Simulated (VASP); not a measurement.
# Gd (Fm-3m) in VASP: relaxation of cell and atoms with PBE

Aim: the relaxation of cell and atoms of Gd with PBE.

Everything below comes from runs of VASP 6.6.1. Logs are shortened: lines on timing, memory, paths and dates and some standing lists are left out, and cuts for length are marked.

**1. The cell of the first run**

Symmetry: Fm-3m, No. 225, cubic system. Conventional cell: a = 5.087 Å, b = 5.087 Å, c = 5.087 Å, α = 90.00°, β = 90.00°, γ = 90.00°. Gd (site symmetry m-3m) has 12 Gd at 3.60 Å within 4.7 Å.

This isn't the form of Gd at room conditions, which is hcp.

**2. Relaxation of cell and atoms, PBE, collinear spin, ferromagnetic start**

The input, INCAR:

```
PREC     = Accurate       # precision mode
ENCUT    = 600            # plane-wave cutoff, eV
EDIFF    = 1E-7           # SCF threshold, eV
ISMEAR   = -1             # smearing method
SIGMA    = 0.05           # smearing width, eV
LREAL    = F              # projectors in reciprocal space
LASPH    = T              # aspherical terms in the spheres
NELM     = 150            # most SCF steps
ALGO     = Normal         # electronic algorithm
ISIF     = 3              # what is computed and relaxed
LWAVE    = F              # write WAVECAR
LCHARG   = F              # write CHGCAR
ISPIN    = 2              # spin polarisation
MAGMOM   = 7              # initial moments
LORBIT   = 11             # projections on sites
LMAXMIX  = 6              # l up to which the mixer works
GGA      = PE             # functional
IBRION   = 2              # ionic algorithm
NSW      = 60             # ionic steps
EDIFFG   = -0.005         # ionic threshold
```

The input, KPOINTS:

```
Automatic mesh
0
Gamma
  14 14 14
```

The input, POSCAR:

```
Gd
1.0
    0.0000000000      2.5436597583      2.5436597583
    2.5436597583      0.0000000000      2.5436597583
    2.5436597583      2.5436597583      0.0000000000
Gd
1
Direct
    0.0000000000      0.0000000000      0.0000000000
```

Potentials or basis: VASP PAW PBE potentials, release 64 (Gd).

Run with:

```console
> cat potpaw_PBE.64/Gd/POTCAR > POTCAR
> mpirun -np 1 vasp_std > vasp.out
```

OUTCAR:

```text
PREC = Accurate
   ENCUT = 600
   EDIFF = 1E-7
   ISMEAR = -1
   LREAL = F
   LASPH = T
   NELM = 150
   ISIF = 3
   ISPIN = 2
   LORBIT = 11
   GGA = PE
   IBRION = 2
   NSW = 60
   EDIFFG = -0.005

 ion  position               nearest neighbor table
   1  0.000  0.000  0.000-

  LATTYP: Found a face centered cubic cell.
 ALAT       =     5.0873195166

  Lattice vectors:

 A1 = (   0.0000000000,   2.5436597583,   2.5436597583)
 A2 = (   2.5436597583,   0.0000000000,   2.5436597583)
 A3 = (   2.5436597583,   2.5436597583,   0.0000000000)

Analysis of symmetry for initial positions (statically):
=====================================================================
 Subroutine PRICEL returns:
 Original cell was already a primitive cell.

 Routine SETGRP: Setting up the symmetry group for a
 face centered cubic supercell.

 Subroutine GETGRP returns: Found 48 space group operations
 (whereof 48 operations were pure point group operations)
 out of a pool of 48 trial point group operations.

The static configuration has the point symmetry O_h .

Analysis of symmetry for dynamics (positions and initial velocities):
=====================================================================
 Subroutine PRICEL returns:
 Original cell was already a primitive cell.

 Routine SETGRP: Setting up the symmetry group for a
 face centered cubic supercell.

 Subroutine GETGRP returns: Found 48 space group operations
 (whereof 48 operations were pure point group operations)
 out of a pool of 48 trial point group operations.

The dynamic configuration has the point symmetry O_h .

Analysis of structural, dynamic, and magnetic symmetry:
=====================================================================
 Subroutine PRICEL returns:
 Original cell was already a primitive cell.

 Routine SETGRP: Setting up the symmetry group for a
 face centered cubic supercell.

 Subroutine GETGRP returns: Found 48 space group operations
 (whereof 48 operations were pure point group operations)
 out of a pool of 48 trial point group operations.

The overall configuration has the point symmetry O_h .

 Subroutine INISYM returns: Found 48 space group operations
 (whereof 48 operations are pure point group operations),
 and found     1 'primitive' translations

----------------------------------------------------------------------------------------

                                     Primitive cell

  volume of cell :      32.9160

  direct lattice vectors                    reciprocal lattice vectors
     0.000000000  2.543659758  2.543659758    -0.196567170  0.196567170  0.196567170
     2.543659758  0.000000000  2.543659758     0.196567170 -0.196567170  0.196567170
     2.543659758  2.543659758  0.000000000     0.196567170  0.196567170 -0.196567170

  length of vectors
     3.597278128  3.597278128  3.597278128     0.340464325  0.340464325  0.340464325

  position of ions in fractional coordinates (direct lattice)
     0.000000000  0.000000000  0.000000000

  ion indices of the primitive-cell ions
   primitive index   ion index
                 1           1

----------------------------------------------------------------------------------------

 KPOINTS: Automatic mesh

Automatic generation of k-mesh.
 Grid dimensions read from file:
 generate k-points for:   14   14   14

 Generating k-lattice:

  Cartesian coordinates                     Fractional coordinates (reciprocal lattice)
    -0.014040512  0.014040512  0.014040512     0.071428571  0.000000000  0.000000000
     0.014040512 -0.014040512  0.014040512     0.000000000  0.071428571  0.000000000
     0.014040512  0.014040512 -0.014040512     0.000000000  0.000000000  0.071428571

  Length of vectors
     0.024318880  0.024318880  0.024318880

  Shift w.r.t. Gamma in fractional coordinates (k-lattice)
     0.000000000  0.000000000  0.000000000

 Subroutine IBZKPT returns following result:
 ===========================================

 Found    104 irreducible k-points:

 Following reciprocal coordinates:
            Coordinates               Weight
  0.000000  0.000000  0.000000      1.000000
  0.071429  0.000000  0.000000      8.000000
  0.142857  0.000000  0.000000      8.000000
  0.214286  0.000000  0.000000      8.000000
  0.285714  0.000000  0.000000      8.000000
  0.357143  0.000000  0.000000      8.000000
[... 16 lines left out ...]
  0.214286  0.142857  0.000000     24.000000
  0.285714  0.142857  0.000000     24.000000
 [... further k-points ...]
   k-points           NKPTS =    104   k-points in BZ     NKDIM =    104   number of bands    NBANDS=     17
   number of dos      NEDOS =    301   number of ions     NIONS =      1
   total plane-waves  NPLWV =  27000
   dimension x,y,z NGX =    30 NGY =   30 NGZ =   30
   dimension x,y,z NGXF=    60 NGYF=   60 NGZF=   60
   ions per type =               1
   NGX,Y,Z   is equivalent  to a cutoff of  13.86, 13.86, 13.86 a.u.
   NGXF,Y,Z  is equivalent  to a cutoff of  27.73, 27.73, 27.73 a.u.
 SYSTEM =  unknown system
   PREC   = accura    normal or accurate (medium, high low for compatibility)
   ISTART =      0    job   : 0-new  1-cont  2-samecut
   ICHARG =      2    charge: 1-file 2-atom 10-const
   ISPIN  =      2    spin polarized calculation?
   LNONCOLLINEAR =      F non collinear calculations
   LSORBIT =      F    spin-orbit coupling
   LASPH  =      T    aspherical Exc in radial PAW
   ENCUT  =  600.0 eV  44.10 Ry    6.64 a.u.   7.18  7.18  7.18*2*pi/ulx,y,z
   NELM   =    150;   NELMIN=  2; NELMDL= -5     # of ELM steps
   EDIFF  = 0.1E-06   stopping-criterion for ELM
   LREAL  =      F    real-space projection
   EDIFFG = -.5E-02   stopping-criterion for IOM
   NSW    =     60    number of steps for IOM
   IBRION =      2    ionic relax: 0-MD 1-quasi-New 2-CG
   NFREE  =      1    steps in history (QN), initial steepest desc. (CG)
   ISIF   =      3    stress and relaxation
   ISYM   =      2    0-nonsym 1-usesym 2-fastsym
   POTIM  = 0.5000    time-step for ionic-motion
   TEBEG  =    0.0;   TEEND  =   0.0 temperature during run
   PSTRESS=    0.0 pullay stress
   NELECT =      18.0000    total number of electrons
   NUPDOWN=      -1.0000    fix difference up-down
   EMIN   =  10.00;   EMAX   =-10.00  energy-range for DOS
   EFERMI =   0.00;   METHOD = LEGACY
   ISMEAR =    -1;   SIGMA  =   0.05  broadening in eV -4-tet -1-fermi 0-gaus
   EFERMI_NEDOS =   21; number of points for ismear=-14 and -15
   IALGO  =     38    algorithm
   IMIX   =      4    mixing-type and parameters
     AMIX     =   0.40;   BMIX     =  1.00
     AMIX_MAG =   1.60;   BMIX_MAG =  1.00
  volume/ion in A,a.u.               =      32.92       222.13
  Fermi-wavevector in a.u.,A,eV,Ry     =   1.338741  2.529854 24.384744  1.792228
  Thomas-Fermi vector in A             =   2.467188
   LORBIT       =     11    0 simple, 1 ext, 2 COOP (PROOUT), +10 PAW based schemes
   GGA     = PE    functional components
   LHFCALC =     F    Hartree Fock is set to
   AEXX    =    0.0000 exact exchange contribution
   IVDW    =     0    specifies the selected vdW correction
   LEPSILON=     F    determine dielectric tensor
   LRPA    =     F    only Hartree local field effects (RPA)
 conjugate gradient relaxation of ions
 spin polarized calculation
  energy-cutoff  :      600.00
  volume of cell :       32.92
 maximum number of plane-waves:      1117
 NGX is ok and might be reduce to    30
   NGX = 15   NGY = 15   NGZ = 15

--------------------------------------- Ionic step        1  -------------------------------------------

 number of electron      18.0000005 magnetization       7.4369227

 Free energy of the ion-electron system (eV)
  ---------------------------------------------------
  ext. energy  EPLUGINS =         0.00000000
  ---------------------------------------------------
  free energy    TOTEN  =       -11.66938349 eV

  energy without entropy =      -11.64910000  energy(sigma->0) =      -11.65924175

------------------------ aborting loop because EDIFF is reached ----------------------------------------

  FORCE on cell =-STRESS in cart. coord.  units (eV):
  Direction    XX          YY          ZZ          XY          YZ          ZX
  --------------------------------------------------------------------------------------
  -------------------------------------------------------------------------------------
  Total       -0.0170608     -0.0170608     -0.0170608      0.0000000      0.0000000     -0.0000000
  in kB       -0.8304275     -0.8304275     -0.8304275      0.0000000      0.0000000     -0.0000000
  external PRESSURE =      -0.8304275 kB  Pullay stress =       0.0000000 kB
[... 195 lines left out ...]
  energy  without entropy=      -11.6491200029  energy(sigma->0) =      -11.65925171

--------------------------------------- Ionic step        7  -------------------------------------------

 number of electron      18.0000005 magnetization       7.4370332

 Free energy of the ion-electron system (eV)
  ---------------------------------------------------
  ext. energy  EPLUGINS =         0.00000000
  ---------------------------------------------------
  free energy    TOTEN  =       -11.66938314 eV

  energy without entropy =      -11.64909727  energy(sigma->0) =      -11.65924021

 E-fermi :   3.0586     XC(G=0): -10.0038

 val. band max:        3.0560576410   @ k =  -0.2143   0.2143   0.0000
 cond. band min:       3.0629725459   @ k =  -0.2857   0.2857   0.0714
 fundamental gap:      0.0069149049
 Fermi energy:         3.0586429244

 spin component 1

 k-point     1 :       0.0000    0.0000    0.0000
  band No.  band energies     occupation
      1     -42.2265      1.00000
      2     -19.2467      1.00000
      3     -19.2467      1.00000
      4     -19.2467      1.00000
      5      -2.0328      1.00000
      6      -1.8525      1.00000
[... 9 lines left out ...]
     16       6.6687      0.00000
     17       6.6687      0.00000
[... 443 lines left out ...]
      1     -42.1889      1.00000
      2     -19.6067      1.00000
      3     -19.3430      1.00000
      4     -19.3359      1.00000
      5      -1.8085      1.00000
      6      -1.7827      1.00000
[... 9 lines left out ...]
     16       6.0644      0.00000
     17       7.3772      0.00000

 [... further k-points ...]

 spin component 2

 k-point     1 :       0.0000    0.0000    0.0000
  band No.  band energies     occupation
      1     -39.0282      1.00000
      2     -16.9022      1.00000
      3     -16.9022      1.00000
      4     -16.9022      1.00000
      5      -1.2715      1.00000
      6       3.3416      0.00347
[... 9 lines left out ...]
     16       7.8039      0.00000
     17       7.8039      0.00000
[... 443 lines left out ...]
      1     -38.9804      1.00000
      2     -17.3460      1.00000
      3     -17.0188      1.00000
      4     -17.0103      1.00000
      5       0.5435      1.00000
      6       3.2064      0.04952
[... 9 lines left out ...]
     16       7.2238      0.00000
     17       8.5952      0.00000

 [... further k-points ...]

------------------------ aborting loop because EDIFF is reached ----------------------------------------

  FORCE on cell =-STRESS in cart. coord.  units (eV):
  Direction    XX          YY          ZZ          XY          YZ          ZX
  --------------------------------------------------------------------------------------
  -------------------------------------------------------------------------------------
  Total       -0.0024600     -0.0024600     -0.0024600      0.0000000      0.0000000      0.0000000
  in kB       -0.1197482     -0.1197482     -0.1197482      0.0000000      0.0000000      0.0000000
  external PRESSURE =      -0.1197482 kB  Pullay stress =       0.0000000 kB
[... 16 lines left out ...]
  FREE ENERGIE OF THE ION-ELECTRON SYSTEM (eV)
  ---------------------------------------------------
  free  energy   TOTEN  =       -11.6693831402 eV

  energy  without entropy=      -11.6490972703  energy(sigma->0) =      -11.65924021

 reached required accuracy - stopping structural energy minimisation

 total charge

# of ion       s       p       d       f       tot
--------------------------------------------------
    1        2.074   5.559   0.584   6.990  15.206

 magnetization (x)

# of ion       s       p       d       f       tot
--------------------------------------------------
    1        0.002  -0.059   0.170   6.810   6.923
```

Run time: 10 min. Hardware: 1 thread of Intel Xeon 8259CL, shared host; peak memory 0.3 GiB.

Results:

```
Free energy                                           : -11.6694 eV
Ionic steps                                           : 7
Pressure after relaxing                               : 0.0 GPa
Net moment                                            : 7.44 μB per cell
Site moments                                          : Gd +6.92 μB
Valence electrons inside the program's atomic spheres : Gd 15.21
```

Final structure:
```cif
data_structure
_symmetry_space_group_name_H-M 'P 1'
_symmetry_Int_Tables_number 1
_cell_length_a 3.5972
_cell_length_b 3.5972
_cell_length_c 3.5972
_cell_angle_alpha 60.000
_cell_angle_beta 60.000
_cell_angle_gamma 60.000
_cell_volume 32.91
loop_
_atom_site_label
_atom_site_type_symbol
_atom_site_fract_x
_atom_site_fract_y
_atom_site_fract_z
_atom_site_occupancy
Gd1 Gd 0.00000 0.00000 0.00000 1
```

Caveat: spin-orbit coupling is left out, which moves the levels of the heavy elements; semilocal functionals describe open f shells poorly, which spoils levels, moments and volumes. The state reached can hang on the start; a lower one may exist.
